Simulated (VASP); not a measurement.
A run of VASP 6.6.1:

Contents of INCAR:

```
SYSTEM = Si16O
PREC = Accurate ; ENCUT = 520
EDIFF = 1E-6 ; ISMEAR = 0
SIGMA = 0.05 ; LREAL = Auto
LASPH = .True. ; NELM = 150
ALGO = Normal ; ISIF = 2
LWAVE = .False. ; LCHARG = .False.
ISPIN = 2 ; MAGMOM = 0 0 0 0 0 0 0 0 0 0 0 0 0 0 0 0 1
LORBIT = 11 ; GGA = PS
NBANDS = 53
```

File KPOINTS:

```
Automatic mesh
0
Gamma
  2 2 2
  0 0 0
```

POSCAR

```
Si16O
1.0
    0.0000000000      5.4300000000      5.4300000000
    5.4300000000      0.0000000000      5.4300000000
    5.4300000000      5.4300000000      0.0000000000
Si O
16 1
Direct
   -0.0141504051      0.0420209422     -0.0141196196
    0.1309208101      0.1254357656      0.1307746151
   -0.0083561179     -0.0010304398      0.5043965559
    0.1308959284      0.1252387582      0.6125613158
    0.0189714256      0.4959199784      0.0188352725
    0.1101859569      0.6686838915      0.1105064308
    0.0188529764      0.4956524195      0.4661344584
    0.0781000837      0.6282920378      0.6465062033
    0.5044975889     -0.0005570202     -0.0088580684
    0.6124718863      0.1254433099      0.1307582108
    0.5045838455     -0.0010971176      0.5043813263
    0.6156291246      0.1531775910      0.6150707041
    0.4658519912      0.4959165318      0.0189182229
    0.6467812011      0.6287770881      0.0772663321
    0.4910420195      0.5262711560      0.4913065450
    0.6465945617      0.6282292679      0.6465757431
    0.7967510032      0.6090606996      0.7970282820
```

Potentials or basis: VASP PAW PBE potentials, release 64 (Si, O).

Launch:

```bash
$ cat potpaw_PBE.64/Si/POTCAR potpaw_PBE.64/O/POTCAR > POTCAR
$ mpirun -np 1 vasp_std > vasp.out
```

Hardware: 1 thread of AMD EPYC 9R45 96-Core Processor (Zen 5), with other jobs on the host.

**Question.** How long does it take, and how much memory?

**Answer.** Run time: 5.5 min on 1 thread of AMD EPYC 9R45 96-Core Processor (Zen 5), with other jobs on the host, peak memory 0.67 GiB. Counts: scf iterations 16, k points 8.
